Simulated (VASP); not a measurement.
ScIr2, 6 atoms in the cell. Symmetry: Fd-3m, No. 227, cubic system. The conventional cell has a = 7.459 Å, b = 7.459 Å, c = 7.459 Å, α = 90.00°, β = 90.00°, γ = 90.00°. Sc (site symmetry -43m) has 12 Ir at 3.09 Å and 4 Sc at 3.23 Å within 4.1 Å. Within 3.5 Å of Ir (site symmetry -3m) lie 6 Ir at 2.64 Å and 6 Sc at 3.09 Å. 

* Program: VASP 6.6.1
* Task: single point
* Functional: r2SCAN
* Potentials or basis: VASP PAW PBE potentials, release 64 (Sc_sv, Ir)
* Cutoff: 520 eV
* k mesh: 8 × 8 × 8
* Occupations: fermi-dirac, width 0.1 eV
* Spin: no spin polarisation
* Dipole correction: no
* Further INCAR settings: ALGO = Normal; EDIFF = 1e-07; NBANDS = 38

Potentials or basis: VASP PAW PBE potentials, release 64 (Sc_sv, Ir).

Command:

```console
$ cat potpaw_PBE.64/Sc_sv/POTCAR potpaw_PBE.64/Ir/POTCAR > POTCAR
$ cp INCAR.step1 INCAR
$ mpirun -np 1 vasp_std > vasp.out
$ cp INCAR.step2 INCAR
$ mpirun -np 1 vasp_std > vasp.out
```

Hardware: 1 thread of Intel(R) Xeon(R) Platinum 8259CL CPU @ 2.50GHz (Skylake/Cascade Lake) (shared host).

**Question.** Estimate the wall time of this run.

**Answer.** Run time: 11 min on 1 thread of Intel(R) Xeon(R) Platinum 8259CL CPU @ 2.50GHz (Skylake/Cascade Lake), on a shared host, peak memory 0.31 GiB. Counts: k points 29.
